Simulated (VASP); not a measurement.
Crystal: ZnSe (zincblende type).

```
Zn Se
1.0
     0.00000    2.87982    2.87982
     2.87982    0.00000    2.87982
     2.87982    2.87982    0.00000
Zn Se
1 1
Direct
  0.00000 0.00000 0.00000
  0.25000 0.25000 0.25000
```

* Program: VASP 6.6.1
* Task: relaxation of cell and atoms
* Functional: LDA
* Potentials or basis: VASP PAW LDA potentials, release 64 (Zn, Se)
* Cutoff: 600 eV
* k mesh: 11 × 11 × 11
* Occupations: fermi-dirac, width 0.08 eV
* Spin: no spin polarisation

At the start: pressure -5.6 GPa; volume 23.88 Å³/atom.

Question: How do energy, volume and symmetry change on relaxing?

Answer: Over 3 steps the energy falls by 42.0 meV/atom and the volume is 21.67 Å³/atom (-9.3 %); space group F-43m (No. 216, to 0.05 Å).

The path:
| step | energy change (eV) | largest force (eV/Å) | pressure (GPa) | volume (Å³) |
| --- | --- | --- | --- | --- |
| 1 | 0.0000 | 0.0000 | -5.56 | 47.77 |
| 2 | -0.0776 | 0.0000 | 1.94 | 42.26 |
| 3 | -0.0840 | 0.0000 | 0.01 | 43.34 |

Final structure:
```
Zn Se
1.0
     0.00000    2.78804    2.78804
     2.78804    0.00000    2.78804
     2.78804    2.78804    0.00000
Zn Se
1 1
Direct
  0.00000 0.00000 0.00000
  0.25000 0.25000 0.25000
```
